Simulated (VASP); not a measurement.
Runs of VASP 6.6.1 on ZrC. The structure is that of space group P6_3/mmc (No. 194), or close to it. The cells are those of the table. 

```tsv
level	potentials or basis	U	cell	gap on the mesh (eV)	pressure (GPa)
PBE	VASP PAW PBE potentials, release 64 (Zr_sv, C)	-	a = 3.369, b = 3.369, c = 5.255 Å, angles 90.0, 90.0, 120.0°, 4 atoms	none	(a)
LDA	VASP PAW LDA potentials, release 64 (Zr_sv, C)	-	a = 3.369, b = 3.369, c = 5.255 Å, angles 90.0, 90.0, 120.0°, 4 atoms	none	-7.0
LDA	VASP PAW LDA potentials, release 64 (Zr_sv, C)	-	a = 3.414, b = 3.414, c = 5.325 Å, angles 90.0, 90.0, 120.0°, 4 atoms	none	(b)
LDA	VASP PAW LDA potentials, release 64 (Zr_sv, C)	-	a = 3.391, b = 3.391, c = 5.290 Å, angles 90.0, 90.0, 120.0°, 4 atoms	none	-11.2
PBEsol+U	VASP PAW PBE potentials, release 64 (Zr_sv, C)	Zr d U = 3.0 eV	a = 3.391, b = 3.391, c = 5.290 Å, angles 90.0, 90.0, 120.0°, 4 atoms	none	0.7
```

Alike in all rows: task single point; no spin polarisation; k mesh 9 × 9 × 5; cutoff (eV) 520; smearing fermi-dirac 0.05 eV.

Task: Estimate the missing entries.

Result: (a) 2.4; (b) -14.9.

Caveats: the PAW data sets were made with another functional, which shifts forces and pressure a little (some runs); U without spin polarisation on a metal has little footing (some runs); the U is typed as a test and isn't derived for this compound (some runs).

A k mesh can miss the band edges, and the runs leave out spin-orbit coupling on Zr.

A gap of «none» marks levels without a gap at the run's occupations.
